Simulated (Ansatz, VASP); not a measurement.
ZnS: VASP beside Ansatz

File POSCAR:

```
ZnS
1.0
    3.8067217473      0.0000000000      0.0000000000
   -1.9033608736      3.2967177383      0.0000000000
    0.0000000000      0.0000000000      6.4955645582
Zn S
2 2
Direct
    0.3333333333      0.6666666667      0.0053880710
    0.6666666667      0.3333333333      0.5053880710
    0.3333333333      0.6666666667      0.3796119290
    0.6666666667      0.3333333333      0.8796119290
```

INCAR.step1

```
SYSTEM = ZnS
PREC = Accurate
ENCUT = 520
ISMEAR = 0
SIGMA = 0.05
LREAL = .False.
LASPH = .True.
NELM = 100
NBANDS = 26
GGA = PE
ALGO = Normal
EDIFF = 1E-4
LWAVE = .True.
LCHARG = .False.
```

File INCAR.step2:

```
SYSTEM = ZnS
PREC = Accurate
ENCUT = 520
EDIFF = 1E-7
ISMEAR = 0
SIGMA = 0.05
LREAL = .False.
LASPH = .True.
NELM = 100
ALGO = Normal
ISIF = 2
LWAVE = .False.
LCHARG = .False.
METAGGA = R2SCAN
LMIXTAU = .True.
NBANDS = 26
ISTART = 1
```

File KPOINTS:

```
Automatic mesh
0
Gamma
  6 6 4
  0 0 0
```

Input for Ansatz:

```yaml
crystal:
  lattice:
    - [3.8067217473, 0.0, 0.0]
    - [-1.9033608736, 3.2967177383, 0.0]
    - [0.0, 0.0, 6.4955645582]
  atoms:
    - { symbol: Zn, position: [0.3333333333, 0.6666666667, 0.005388071] }
    - { symbol: Zn, position: [0.6666666667, 0.3333333333, 0.505388071] }
    - { symbol: S, position: [0.3333333333, 0.6666666667, 0.379611929] }
    - { symbol: S, position: [0.6666666667, 0.3333333333, 0.879611929] }
basis:
  ecutwfc: 500
kpoints:
  mp_grid: { grid: [6, 6, 4] }
hamiltonian:
  xc: r2scan
scf:
  occupations: { method: gaussian, width: 0.05 }
output:
  forces: true
  stress: true
  eigenvalues: true
  write_density: true
  write_potential: true
  elf: true
  volumetric_format: npy
```

Change from the starting cell: strain +0.000 along x and y, +0.040 along z, atoms carried along.

Alike in both runs: task single point; functional r2SCAN; k mesh 6 × 6 × 4; occupations gaussian, width 0.05 eV; no spin polarisation.

```csv
,VASP,Ansatz
version,VASP 6.6.1,Ansatz 0.2.0
potentials or method,"VASP PAW PBE potentials, release 64 (Zn, S), cutoff 520 eV","scalar-relativistic, plane waves, PAW"
valence electrons in the cell,36,36
```

Ansatz gave:

| Quantity | Value |
| --- | --- |
| gap on the k mesh at the Fermi level (eV) | 2.48 |
| least direct gap on the mesh (eV) | 2.48 |
| pressure (GPa) | -2.7 |
| traceless stress, the component that is largest in VASP (GPa) | -3.22 |
| rms of the force components (eV/Å) | 0.085 |

Estimate VASP's values.

gap on the k mesh at the Fermi level (eV): 2.49; least direct gap on the mesh (eV): 2.49; pressure (GPa): -2.6; traceless stress, the component that is largest in VASP (GPa): -3.26; rms of the force components (eV/Å): 0.085.

VASP's potentials were made for PBE, not for r2SCAN. Atom by atom the forces differ by 0.000 eV/Å (rms over components). With one functional, cell and mesh, what is left measures potentials, basis and numerics.
